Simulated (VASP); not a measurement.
A run of VASP 6.6.1:

INCAR

```
PREC     = Accurate       # precision mode
ENCUT    = 520            # plane-wave cutoff, eV
EDIFF    = 1E-6           # SCF threshold, eV
ISMEAR   = -1             # smearing method
SIGMA    = 0.1            # smearing width, eV
LREAL    = False          # projectors in reciprocal space
LASPH    = True           # aspherical terms in the spheres
NELM     = 100            # most SCF steps
ALGO     = Normal         # electronic algorithm
ISIF     = 2              # what is computed and relaxed
LWAVE    = False          # write WAVECAR
LCHARG   = False          # write CHGCAR
GGA      = PS             # functional
NBANDS   = 16             # bands
```

File KPOINTS:

```
Automatic mesh
0
Gamma
  7 7 7
```

POSCAR

```
K
1.0
    0.0000000000      4.7757612303      4.7757612303
    4.7757612303      0.0000000000      4.7757612303
    4.7757612303      4.7757612303      0.0000000000
K
2
Direct
    0.1250000000      0.1250000000      0.1250000000
    0.8750000000      0.8750000000      0.8750000000
```

Potentials or basis: VASP PAW PBE potentials, release 64 (K_sv).

Launch:

```console
$ cat potpaw_PBE.64/K_sv/POTCAR > POTCAR
$ mpirun -np 1 vasp_std > vasp.out
```

Hardware: 1 thread of Intel Xeon 8259CL, on a shared host.

How long does it take, and how much memory?

Run time: 2.7 min on 1 thread of Intel Xeon 8259CL, with other jobs on the host, peak memory 0.35 GiB. Counts: scf iterations 13, k points 20.
